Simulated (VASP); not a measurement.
# Cd2HgS3 in VASP: a series of runs, part 2 of 3

VASP 6.6.1. Earlier steps stand in the parts before.

## Step 3: Single point, PBE

This run uses another cell than the first one, of 26.31 Å³/atom, 1.082 times its volume.

Input file INCAR:

```
SYSTEM = Cd2HgS3
PREC     = Accurate       ! precision mode
ENCUT    = 520            ! plane-wave cutoff, eV
EDIFF    = 1E-6           ! SCF threshold, eV
ISMEAR   = 0              ! smearing method
SIGMA    = 0.1            ! smearing width, eV
LREAL    = .FALSE.        ! projectors in reciprocal space
LASPH    = .TRUE.         ! aspherical terms in the spheres
NELM     = 80             ! most SCF steps
ALGO     = Normal         ! electronic algorithm
ISIF     = 2              ! what is computed and relaxed
LWAVE    = .FALSE.        ! write WAVECAR
LCHARG   = .FALSE.        ! write CHGCAR
GGA      = PE             ! functional
NBANDS   = 36             ! bands
```

Input file KPOINTS:

```
regular mesh
0
G
  6 6 2
  0 0 0
```

Input file POSCAR:

```
Cd2HgS3
1.0
    4.2084165550      0.0000000030      0.0000000000
   -2.1042082801      3.6445956449      0.0000000000
    0.0000000000      0.0000000000     10.2901506614
Cd Hg S
2 1 3
Direct
    0.0000000000      0.0000000000      0.0020234644
    0.6666666667      0.3333333333      0.3325144530
    0.3333333333      0.6666666667      0.6659476930
    0.0000000000      0.0000000000      0.7527489513
    0.3333333333      0.6666666667      0.4136332937
    0.6666666667      0.3333333333      0.0831321447
```

Potentials or basis: VASP PAW PBE potentials, release 64 (Cd, Hg, S).

Started as:

```bash
cat potpaw_PBE.64/Cd/POTCAR potpaw_PBE.64/Hg/POTCAR potpaw_PBE.64/S/POTCAR > POTCAR
mpirun -np 1 vasp_std > vasp.out
```

OUTCAR:

```text
SYSTEM = Cd2HgS3
   PREC = Accurate
   ENCUT = 520
   EDIFF = 1E-6
   ISMEAR = 0
   LREAL = .FALSE.
   LASPH = .TRUE.
   NELM = 80
   ISIF = 2
   GGA = PE

 ion  position               nearest neighbor table
   1  0.000  0.000  0.002-   4 2.57   6 2.57   6 2.57   6 2.57
   2  0.667  0.333  0.333-   6 2.57   5 2.57   5 2.57   5 2.57
   3  0.333  0.667  0.666-   4 2.59   4 2.59   4 2.59   5 2.60
   4  0.000  0.000  0.753-   1 2.57   3 2.59   3 2.59   3 2.59
   5  0.333  0.667  0.414-   2 2.57   2 2.57   2 2.57   3 2.60
   6  0.667  0.333  0.083-   2 2.57   1 2.57   1 2.57   1 2.57

  LATTYP: Found a hexagonal cell.
 ALAT       =     4.2084165550
 C/A-ratio  =     2.4451359619

  Lattice vectors:

 A1 = (   4.2084165550,   0.0000000030,   0.0000000000)
 A2 = (  -2.1042082801,   3.6445956449,   0.0000000000)
 A3 = (   0.0000000000,   0.0000000000,  10.2901506614)

Analysis of symmetry for initial positions (statically):
=====================================================================
 Subroutine PRICEL returns:
 Original cell was already a primitive cell.
[... 171 lines left out ...]
 cond. band min:       1.5380267344   @ k =   0.0000   0.0000   0.0000
 fundamental gap:      0.3596114331
 Fermi energy:         1.3672114824

 k-point     1 :       0.0000    0.0000    0.0000
  band No.  band energies     occupation
      1     -11.2413      2.00000
      2     -10.9357      2.00000
      3     -10.8674      2.00000
      4      -6.5980      2.00000
      5      -6.5980      2.00000
      6      -6.5404      2.00000
[... 535 lines left out ...]
     35       7.9201      0.00000
     36       7.9569      0.00000

------------------------ aborting loop because EDIFF is reached ----------------------------------------

  FORCE on cell =-STRESS in cart. coord.  units (eV):
  Direction    XX          YY          ZZ          XY          YZ          ZX
  --------------------------------------------------------------------------------------
  -------------------------------------------------------------------------------------
  Total        0.2578126      0.2578126      0.2583172     -0.0000000      0.0000000     -0.0000000
  in kB        2.6171277      2.6171277      2.6222504     -0.0000000      0.0000000     -0.0000000
  external PRESSURE =       2.6188353 kB  Pullay stress =       0.0000000 kB

 VOLUME and BASIS-vectors are now :
 -----------------------------------------------------------------------------
  energy-cutoff  :      520.00
  volume of cell :      157.83
      direct lattice vectors                 reciprocal lattice vectors
     4.208416555  0.000000003  0.000000000     0.237619063  0.137189430  0.000000000
    -2.104208280  3.644595645  0.000000000    -0.000000000  0.274378860  0.000000000
     0.000000000  0.000000000 10.290150661     0.000000000  0.000000000  0.097180307

 POSITION                                       TOTAL-FORCE (eV/Angst)
 -----------------------------------------------------------------------------------
      0.00000      0.00000      0.02082        -0.000000      0.000000     -0.000288
      2.10421      1.21487      3.42162         0.000000     -0.000000      0.027070
     -0.00000      2.42973      6.85270         0.000000      0.000000     -0.017315
      0.00000      0.00000      7.74590         0.000000      0.000000     -0.038208
     -0.00000      2.42973      4.25635        -0.000000      0.000000      0.037070
      2.10421      1.21487      0.85544         0.000000      0.000000     -0.008330
 -----------------------------------------------------------------------------------
    total drift:                                0.000001     -0.000000      0.000675

  FREE ENERGIE OF THE ION-ELECTRON SYSTEM (eV)
  ---------------------------------------------------
  free  energy   TOTEN  =       -16.8284703479 eV

  energy  without entropy=      -16.8283815326  energy(sigma->0) =      -16.82842594
```

OSZICAR:

```text
N       E                     dE             d eps       ncg     rms          rms(c)
DAV:   1     0.386379107535E+03    0.38638E+03   -0.25733E+04  1008   0.136E+03
DAV:   2     0.655609672576E+01   -0.37982E+03   -0.36682E+03  1108   0.339E+02
DAV:   3    -0.180745504894E+02   -0.24631E+02   -0.24460E+02  1184   0.842E+01
DAV:   4    -0.183896716694E+02   -0.31512E+00   -0.31461E+00  1196   0.939E+00
DAV:   5    -0.183948112772E+02   -0.51396E-02   -0.51388E-02  1204   0.120E+00    0.137E+01
DAV:   6    -0.168326735492E+02    0.15621E+01   -0.30848E+00  1268   0.163E+01    0.108E+01
DAV:   7    -0.168499801263E+02   -0.17307E-01   -0.14836E+00  1116   0.551E+00    0.440E+00
DAV:   8    -0.168304556460E+02    0.19524E-01   -0.23618E-01  1188   0.395E+00    0.879E-01
DAV:   9    -0.168282504823E+02    0.22052E-02   -0.34589E-02  1232   0.190E+00    0.285E-01
DAV:  10    -0.168282434729E+02    0.70094E-05   -0.20591E-03  1120   0.369E-01    0.128E-01
DAV:  11    -0.168283001303E+02   -0.56657E-04   -0.27985E-04  1188   0.848E-02    0.109E-01
DAV:  12    -0.168284172979E+02   -0.11717E-03   -0.12598E-04  1080   0.582E-02    0.664E-02
DAV:  13    -0.168284735770E+02   -0.56279E-04   -0.74391E-05  1076   0.409E-02    0.369E-02
DAV:  14    -0.168284706695E+02    0.29075E-05   -0.90405E-06  1200   0.184E-02    0.158E-02
DAV:  15    -0.168284703479E+02    0.32157E-06   -0.23641E-06   892   0.740E-03
   1 F= -.16828470E+02 E0= -.16828426E+02  d E =-.888153E-04
```

stdout:

```text
POSCAR found type information on POSCAR CdHgS
 POSCAR found :  3 types and       6 ions
 scaLAPACK will be used
 LDA part: xc-table for (Slater+PW92), standard interpolation
 POSCAR, INCAR and KPOINTS ok, starting setup
 FFT: planning ... GRIDC
 FFT: planning ... GRID_SOFT
 FFT: planning ... GRID
 WAVECAR not read
 entering main loop
```

It took 70 s on 1 thread of Intel Xeon Platinum 8259CL at 2.50GHz (Skylake/Cascade Lake), shared host; peak memory 0.31 GiB.

What came out:

```
Free energy            : -16.8285 eV
Pressure               : 0.3 GPa
Largest force          : 0.038 eV/Å
Band gap on the k mesh : 0.36 eV, direct
```

Forces in eV/Å, atoms in the order of the input:
```
Cd   0.000  0.000  0.000
Cd   0.000  0.000  0.027
Hg   0.000  0.000 -0.017
S    0.000  0.000 -0.038
S    0.000  0.000  0.037
S    0.000  0.000 -0.008
```

Caveat: spin-orbit coupling is left out, which moves the levels of the heavy elements.

## Step 4: Relaxation of cell and atoms, PBE

Input file INCAR:

```
  PREC = Accurate
  ENCUT = 600
  EDIFF = 1E-6
  ISMEAR = 0
  SIGMA = 0.1
  LREAL = False
  LASPH = True
  NELM = 100
  ALGO = Normal
  ISIF = 3
  LWAVE = False
  LCHARG = False
  GGA = PE
  IBRION = 2
  NSW = 90
  EDIFFG = -0.04
```

Input file KPOINTS:

```
regular mesh
0
Gamma
  6 6 2
```

Input file POSCAR:

```
Cd2HgS3
1.0
    4.0967736500      0.0000000000      0.0000000000
   -2.0483868300      3.5479100600      0.0000000000
    0.0000000000      0.0000000000     10.0350050400
Cd Hg S
2 1 3
Direct
    0.0000000000      0.0000000000      0.0000000000
    0.6666666700      0.3333333300      0.3333333300
    0.3333333300      0.6666666700      0.6666666700
    0.0000000000      0.0000000000      0.7500000000
    0.3333333300      0.6666666700      0.4166666700
    0.6666666700      0.3333333300      0.0833333300
```

Potentials or basis: VASP PAW PBE potentials, release 64 (Cd, Hg, S).

Started as:

```bash
cat potpaw_PBE.64/Cd/POTCAR potpaw_PBE.64/Hg/POTCAR potpaw_PBE.64/S/POTCAR > POTCAR
mpirun -np 1 vasp_std > vasp.out
```

OUTCAR:

```text
PREC = Accurate
   ENCUT = 600
   EDIFF = 1E-6
   ISMEAR = 0
   LREAL = False
   LASPH = True
   NELM = 100
   ISIF = 3
   GGA = PE
   IBRION = 2
   NSW = 90
   EDIFFG = -0.04

 ion  position               nearest neighbor table
   1  0.000  0.000  0.000-   6 2.51   6 2.51   4 2.51   6 2.51
   2  0.667  0.333  0.333-   5 2.51   6 2.51   5 2.51   5 2.51
   3  0.333  0.667  0.667-   4 2.51   4 2.51   5 2.51   4 2.51
   4  0.000  0.000  0.750-   3 2.51   3 2.51   1 2.51   3 2.51
   5  0.333  0.667  0.417-   2 2.51   3 2.51   2 2.51   2 2.51
   6  0.667  0.333  0.083-   1 2.51   1 2.51   2 2.51   1 2.51

  LATTYP: Found a hexagonal cell.
 ALAT       =     4.0967736500
 C/A-ratio  =     2.4494897442

  Lattice vectors:

 A1 = (   4.0967736500,   0.0000000000,   0.0000000000)
 A2 = (  -2.0483868300,   3.5479100600,   0.0000000000)
 A3 = (   0.0000000000,   0.0000000000,  10.0350050400)

Analysis of symmetry for initial positions (statically):
=====================================================================
 Subroutine PRICEL returns:
 Original cell was already a primitive cell.

 Routine SETGRP: Setting up the symmetry group for a
 hexagonal supercell.

 Subroutine GETGRP returns: Found  6 space group operations
 (whereof  6 operations were pure point group operations)
 out of a pool of 24 trial point group operations.

The static configuration has the point symmetry C_3v.

Analysis of symmetry for dynamics (positions and initial velocities):
=====================================================================
 Subroutine PRICEL returns:
 Original cell was already a primitive cell.

 Routine SETGRP: Setting up the symmetry group for a
 hexagonal supercell.

 Subroutine GETGRP returns: Found  6 space group operations
 (whereof  6 operations were pure point group operations)
 out of a pool of 24 trial point group operations.

The dynamic configuration has the point symmetry C_3v.
[... 102 lines left out ...]
   ISIF   =      3    stress and relaxation
   ISYM   =      2    0-nonsym 1-usesym 2-fastsym
   POTIM  = 0.5000    time-step for ionic-motion
   TEBEG  =    0.0;   TEEND  =   0.0 temperature during run
   PSTRESS=    0.0 pullay stress
   NELECT =      54.0000    total number of electrons
   NUPDOWN=      -1.0000    fix difference up-down
   EMIN   =  10.00;   EMAX   =-10.00  energy-range for DOS
   EFERMI =   0.00;   METHOD = LEGACY
   ISMEAR =     0;   SIGMA  =   0.10  broadening in eV -4-tet -1-fermi 0-gaus
   EFERMI_NEDOS =   21; number of points for ismear=-14 and -15
   IALGO  =     38    algorithm
   IMIX   =      4    mixing-type and parameters
     AMIX     =   0.40;   BMIX     =  1.00
     AMIX_MAG =   1.60;   BMIX_MAG =  1.00
  volume/ion in A,a.u.               =      24.31       164.05
  Fermi-wavevector in a.u.,A,eV,Ry     =   1.175516  2.221404 18.801059  1.381839
  Thomas-Fermi vector in A             =   2.311896
   LORBIT       =      0    0 simple, 1 ext, 2 COOP (PROOUT), +10 PAW based schemes
   GGA     = PE    functional components
   LHFCALC =     F    Hartree Fock is set to
   AEXX    =    0.0000 exact exchange contribution
   IVDW    =     0    specifies the selected vdW correction
   LEPSILON=     F    determine dielectric tensor
   LRPA    =     F    only Hartree local field effects (RPA)
 conjugate gradient relaxation of ions
 non-spin polarized calculation
 Gauss-broadening in eV      SIGMA  =   0.10
  energy-cutoff  :      600.00
  volume of cell :      145.86
 maximum number of plane-waves:      4907
 NGX is ok and might be reduce to    36
   NGX = 17   NGY = 17   NGZ = 41

--------------------------------------- Ionic step        1  -------------------------------------------

 number of electron      53.9999995 magnetization

 Free energy of the ion-electron system (eV)
  ---------------------------------------------------
  ext. energy  EPLUGINS =         0.00000000
  ---------------------------------------------------
  free energy    TOTEN  =       -16.62507732 eV

  energy without entropy =      -16.62507095  energy(sigma->0) =      -16.62507414

------------------------ aborting loop because EDIFF is reached ----------------------------------------

  FORCE on cell =-STRESS in cart. coord.  units (eV):
  Direction    XX          YY          ZZ          XY          YZ          ZX
  --------------------------------------------------------------------------------------
  -------------------------------------------------------------------------------------
  Total        4.9083479      4.9083479      4.8428185     -0.0000000     -0.0000000     -0.0000000
  in kB       53.9155143     53.9155145     53.1957100     -0.0000001     -0.0000000     -0.0000000
  external PRESSURE =      53.6755796 kB  Pullay stress =       0.0000000 kB
[... 227 lines left out ...]
--------------------------------------- Ionic step        7  -------------------------------------------

 number of electron      54.0000005 magnetization

 Free energy of the ion-electron system (eV)
  ---------------------------------------------------
  ext. energy  EPLUGINS =         0.00000000
  ---------------------------------------------------
  free energy    TOTEN  =       -16.82592358 eV

  energy without entropy =      -16.82582370  energy(sigma->0) =      -16.82587364

 E-fermi :   1.3282     XC(G=0):  -8.9196

 val. band max:        1.1424049039   @ k =   0.0000   0.0000   0.0000
 cond. band min:       1.4956047857   @ k =   0.0000   0.0000   0.0000
 fundamental gap:      0.3531998819
 Fermi energy:         1.3281942770

 k-point     1 :       0.0000    0.0000    0.0000
  band No.  band energies     occupation
      1     -11.2613      2.00000
      2     -10.9499      2.00000
      3     -10.8689      2.00000
      4      -6.6115      2.00000
      5      -6.6115      2.00000
      6      -6.5564      2.00000
[... 512 lines left out ...]
  FREE ENERGIE OF THE ION-ELECTRON SYSTEM (eV)
  ---------------------------------------------------
  free  energy   TOTEN  =       -16.8259235772 eV

  energy  without entropy=      -16.8258237017  energy(sigma->0) =      -16.82587364

 reached required accuracy - stopping structural energy minimisation
```

CONTCAR:

```text
Cd2HgS3
   1.00000000000000
     4.2138116286774752   -0.0000000001638888    0.0000000000000000
    -2.1069058196235111    3.6492679232974612   -0.0000000000000000
     0.0000000000000000   -0.0000000000000000   10.3050049289687013
  Cd              Hg              S
     2     1     3
Direct
     1.0000000000000000    0.0000000000000000    0.0012145148566510
     0.6666666699999979    0.3333333300000021    0.3332484805929194
     0.3333333300000021    0.6666666699999979    0.6660722592400061
     1.0000000000000000    0.0000000000000000    0.7520224139846112
     0.3333333300000021    0.6666666699999979    0.4142994829626826
     0.6666666699999979    0.3333333300000021    0.0831428483631296

  0.00000000E+00  0.00000000E+00  0.00000000E+00
  0.00000000E+00  0.00000000E+00  0.00000000E+00
  0.00000000E+00  0.00000000E+00  0.00000000E+00
  0.00000000E+00  0.00000000E+00  0.00000000E+00
  0.00000000E+00  0.00000000E+00  0.00000000E+00
  0.00000000E+00  0.00000000E+00  0.00000000E+00
```

Wall time 6.1 min (1 thread of Intel Xeon Platinum 8259CL at 2.50GHz (Skylake/Cascade Lake), shared host); peak memory 0.37 GiB.

What came out:

* Free energy: -16.8259 eV
* Relaxed volume: 26.41 Å³/atom
* Relaxed cell: a = 4.214 Å, b = 4.214 Å, c = 10.305 Å, α = 90.00°, β = 90.00°, γ = 120.00°
* Space group after relaxing (to 0.05 Å): P3m1 (No. 156)
* Energy gained by relaxing: 33.5 meV/atom
* Ionic steps: 7
* Pressure after relaxing: 0.0 GPa
* Largest force after relaxing: 0.029 eV/Å
* Band gap on the k mesh: 0.35 eV, direct

Forces in eV/Å, atoms in the order of the input:
```
Cd   0.000  0.000  0.029
Cd   0.000  0.000 -0.014
Hg   0.000  0.000 -0.013
S    0.000  0.000 -0.009
S    0.000  0.000  0.002
S    0.000  0.000  0.005
```

The path:
```tsv
step	energy change (eV)	largest force (eV/Å)	pressure (GPa)	volume (Å³)
1	0.0000	0.1897	5.37	145.86
2	-0.1738	0.0753	-1.54	163.74
3	-0.1989	0.0993	0.00	158.61
4	-0.1988	0.0979	-0.09	158.87
5	-0.1996	0.0674	-0.08	158.85
6	-0.2005	0.0642	-0.06	158.80
7	-0.2008	0.0286	0.05	158.46
```

Final structure:
```yaml
crystal:
  lattice:
    - [4.21381, 0.00000, 0.00000]
    - [-2.10691, 3.64927, 0.00000]
    - [0.00000, 0.00000, 10.30500]
  atoms:
    - { symbol: Cd, position: [0.00000, 0.00000, 0.00121] }
    - { symbol: Cd, position: [0.66667, 0.33333, 0.33325] }
    - { symbol: Hg, position: [0.33333, 0.66667, 0.66607] }
    - { symbol: S, position: [0.00000, 0.00000, 0.75202] }
    - { symbol: S, position: [0.33333, 0.66667, 0.41430] }
    - { symbol: S, position: [0.66667, 0.33333, 0.08314] }
```

Caveat: spin-orbit coupling is left out, which moves the levels of the heavy elements.

(Continued in part 3 of 3.)
